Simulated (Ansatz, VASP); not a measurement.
**HfC5: VASP beside Ansatz**

```xyz
6
Lattice="4.3581 0.0000 0.0000 -2.1790 3.7742 0.0000 0.0000 0.0000 4.3710" Properties=species:S:1:pos:R:3 pbc="T T T"
Hf    0.0000    0.0000    0.0000
C     0.0000    2.5161    0.6446
C     0.0000    2.5161    3.7263
C     2.1790    1.2581    3.7263
C     2.1790    1.2581    0.6446
C     0.0000    0.0000    2.1855
```

Alike in both runs: functional PBE; k mesh 4 × 4 × 4; occupations gaussian, width 0.2 eV; no spin polarisation.

Ansatz relaxed the structure, and its values are those at the end. VASP's run is a single point on that final structure, the one shown.

|  | VASP | Ansatz |
| --- | --- | --- |
| version | VASP 6.6.1 | Ansatz 0.2.0 |
| potentials or method | VASP PAW PBE potentials, release 64 (Hf_pv, C), cutoff 600 eV | scalar-relativistic, plane waves, PAW |
| valence electrons in the cell | 30 | 46 |

Ansatz gave:

* gap on the k mesh at the Fermi level (eV): none
* pressure (GPa): 0.1
* rms of the force components (eV/Å): 0.003

Q: Estimate VASP's values.

A: gap on the k mesh at the Fermi level (eV): none; pressure (GPa): -0.2; rms of the force components (eV/Å): 0.029.

A gap of «none» marks a metal or a gap that the smearing closes. VASP's potentials hold 30 valence electrons a cell and Ansatz's 46, so a difference there can come from the potentials and not from the codes.

The k mesh is coarse, so the values compare programs but aren't converged. Spin-orbit coupling is off throughout.
